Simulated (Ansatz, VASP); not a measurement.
**SrTiO3: VASP beside Ansatz**

```
CELL_PARAMETERS angstrom
3.86595 0.00000 0.00000
0.00000 3.86595 0.00000
0.00000 0.00000 3.90500
ATOMIC_POSITIONS crystal
Sr 0.00000 0.00000 0.00000
Ti 0.50000 0.50000 0.50000
O 0.00000 0.50000 0.50000
O 0.50000 0.00000 0.50000
O 0.50000 0.50000 0.00000
```

Change from the starting cell: equal xx and yy strain of -1 %, crystal datasets.

Alike in both runs: task electric field gradients; functional PBE; k mesh 7 × 7 × 7; occupations fermi-dirac, width 0.05 eV; no spin polarisation.

|  | VASP | Ansatz |
| --- | --- | --- |
| version | VASP 6.6.1 | Ansatz 0.2.0 |
| potentials or method | VASP PAW PBE potentials, release 64 (Sr_sv, Ti_sv, O), cutoff 520 eV | all-electron PAW with datasets made for the crystal, scalar-relativistic |

|  | VASP | Ansatz | Ansatz less VASP |
| --- | --- | --- | --- |
| gap on the k mesh at the Fermi level (eV) | 1.95 | 1.98 | +0.026 |
| pressure (GPa) | 9.0 | 8.3 | -0.72 |
| traceless stress, the component that is largest in VASP (GPa) | -1.76 | -1.73 | +0.032 |
| size of Vzz on the site where it differs most (V/Å²) | 7.9 | 8.8 | +0.90 |

Ansatz ran all-electron here, and VASP with PAW potentials.
